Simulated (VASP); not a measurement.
Input of a VASP 6.6.1 run:

INCAR

```
SYSTEM = Ca2Sn2N
PREC     = Accurate       ! precision mode
ENCUT    = 520            ! plane-wave cutoff, eV
EDIFF    = 1E-7           ! SCF threshold, eV
ISMEAR   = 0              ! smearing method
SIGMA    = 0.2            ! smearing width, eV
LREAL    = .False.        ! projectors in reciprocal space
LASPH    = .True.         ! aspherical terms in the spheres
NELM     = 100            ! most SCF steps
ALGO     = Normal         ! electronic algorithm
ISIF     = 2              ! what is computed and relaxed
LWAVE    = .False.        ! write WAVECAR
LCHARG   = .False.        ! write CHGCAR
GGA      = PE             ! functional
NBANDS   = 64             ! bands
```

Contents of KPOINTS:

```
Automatic mesh
0
Gamma
  5 5 1
  0 0 0
```

POSCAR

```
Ca2Sn2N
1.0
    3.5446084643      0.0000000000      0.0000000000
   -1.7723042322      3.0697209766      0.0000000000
    0.0000000000      0.0000000000     21.8413713640
Ca Sn N
4 4 2
Direct
    0.6666666667      0.3333333333      0.9425479029
    0.3333333333      0.6666666667      0.0574520971
    0.6666666667      0.3333333333      0.5574520971
    0.3333333333      0.6666666667      0.4425479029
    0.3333333333      0.6666666667      0.6852615107
    0.3333333333      0.6666666667      0.8147384893
    0.6666666667      0.3333333333      0.1852615107
    0.6666666667      0.3333333333      0.3147384893
    0.0000000000      0.0000000000      0.0000000000
    0.0000000000      0.0000000000      0.5000000000
```

Potentials or basis: VASP PAW PBE potentials, release 64 (Ca_sv, Sn_d, N).

Launch:

```bash
$ cat potpaw_PBE.64/Ca_sv/POTCAR potpaw_PBE.64/Sn_d/POTCAR potpaw_PBE.64/N/POTCAR > POTCAR
$ mpirun -np 1 vasp_std > vasp.out
```

Task: Estimate the largest force.

Result: 0.026 eV/Å.

Task: Estimate the pressure.

Result: 0.4 GPa.

Forces in eV/Å, atoms in the order of the input:
```
Ca   0.000  0.000 -0.026
Ca   0.000  0.000  0.026
Ca   0.000  0.000  0.026
Ca   0.000  0.000 -0.026
Sn   0.000  0.000 -0.003
Sn   0.000  0.000  0.003
Sn   0.000  0.000 -0.003
Sn   0.000  0.000  0.003
N    0.000  0.000  0.000
N    0.000  0.000  0.000
```

Caveat: the k points lie up to 0.41 Å⁻¹ apart.
